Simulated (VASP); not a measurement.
Here is a VASP 6.6.1 calculation.

INCAR

```
SYSTEM = Pt
PREC = Accurate
ENCUT = 600
EDIFF = 1E-6
ISMEAR = -1
SIGMA = 0.1
LREAL = .False.
LASPH = .True.
NELM = 100
ALGO = Normal
ISIF = 3
LWAVE = .False.
LCHARG = .False.
IBRION = 2
NSW = 80
EDIFFG = -0.01
```

Contents of KPOINTS:

```
Automatic mesh
0
Gamma
  5 5 5
  0 0 0
```

The input POSCAR:

```
Pt
1.0
    4.9427962708      0.0000000000      0.0000000000
    0.0000000000      4.9427962708      0.0000000000
    0.0000000000      0.0000000000      4.9427962708
Pt
8
Direct
    0.0000000000      0.0000000000      0.0000000000
    0.5000000000      0.5000000000      0.5000000000
    0.2500000000      0.0000000000      0.5000000000
    0.7500000000      0.0000000000      0.5000000000
    0.5000000000      0.2500000000      0.0000000000
    0.5000000000      0.7500000000      0.0000000000
    0.0000000000      0.5000000000      0.2500000000
    0.0000000000      0.5000000000      0.7500000000
```

Potentials or basis: VASP PAW LDA potentials, release 64 (Pt).

The run is started by

```console
$ cat potpaw_LDA.64/Pt/POTCAR > POTCAR
$ mpirun -np 1 vasp_std > vasp.out
```

(1) What does it give for the band gap on the k mesh?

(2) Predict the space group after relaxing (to 0.05 Å).

Answers

(1) zero (band 40 reaches 11.00 eV, above the bottom of band 41 at 10.55 eV).

(2) Pm-3n (No. 223).

Caveat: spin-orbit coupling is left out, which moves the levels of the heavy elements.
